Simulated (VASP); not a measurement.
Set up this calculation in VASP 6.6.1, as the native input.

```yaml
Task: single point
Functional: PBE
Potentials_or_basis: VASP PAW PBE potentials, release 64 (Cd)
Cutoff: 520 eV
k_mesh: 2 × 2 × 3
Occupations: fermi-dirac, width 0.05 eV
Spin: no spin polarisation
Dipole_correction: no
Further_INCAR_settings: LREAL = Auto; ALGO = Normal; EDIFF = 1e-06; NBANDS = 116
```

The structure of Cd (a cell with a defect) lies in POSCAR:

```
Cd
1.0
    8.9286440800      0.0000077900      0.0000000000
    4.4643152900      7.7324364900      0.0000000000
    0.0000000000      0.0000000000      5.6126400000
Cd
17
Direct
    0.2254949705      0.2349636167      0.2507114299
    0.1104378546      0.1176784498      0.7519356310
    0.2188990889      0.5744081184      0.2514670458
    0.1134548621      0.4471805388      0.7505491177
    0.1365076461      0.9670627035      0.2517914921
    0.1134092081      0.7828637357      0.7523331267
    0.5723368575      0.2219775803      0.2498963055
    0.4470592339      0.1137406713      0.7502004404
    0.5551945189      0.5548178353      0.2496858876
    0.4486244299      0.4469465103      0.7508395336
    0.5313397875      0.8901911926      0.2489279555
    0.4446115899      0.7804922219      0.7480627655
    0.7825924348      0.1144233004      0.7487829257
    0.8854993718      0.5358732797      0.2500293979
    0.7813823353      0.4432738526      0.7497120785
    0.8687484915      0.8815221750      0.2501067234
    0.7798199873      0.7786577921      0.7499727401
```

The input as run:

INCAR

```
PREC = Accurate
ENCUT = 520
EDIFF = 1E-6
ISMEAR = -1
SIGMA = 0.05
LREAL = Auto
LASPH = True
NELM = 60
ALGO = Normal
ISIF = 2
LWAVE = False
LCHARG = True
GGA = PE
LELF = True
LVHAR = True
NBANDS = 116
```

KPOINTS

```
regular mesh
0
Gamma
  2 2 3
```

Potentials or basis: VASP PAW PBE potentials, release 64 (Cd).

Command:

```console
$ cat potpaw_PBE.64/Cd/POTCAR > POTCAR
$ mpirun -np 1 vasp_std > vasp.out
```

It gave:

| Quantity | Value |
| --- | --- |
| Pressure | 2.3 GPa |
| Largest force | 0.273 eV/Å |
| Band gap on the k mesh | zero (bands 102 and 103 overlap by 1.46 eV) |

Caveat: the k points lie up to 0.41 Å⁻¹ apart, too coarse for converged energies and pressures of a metal.

It took 21 min on 1 thread of Intel Xeon 8259CL, on a shared host, peak memory 0.6 GiB.
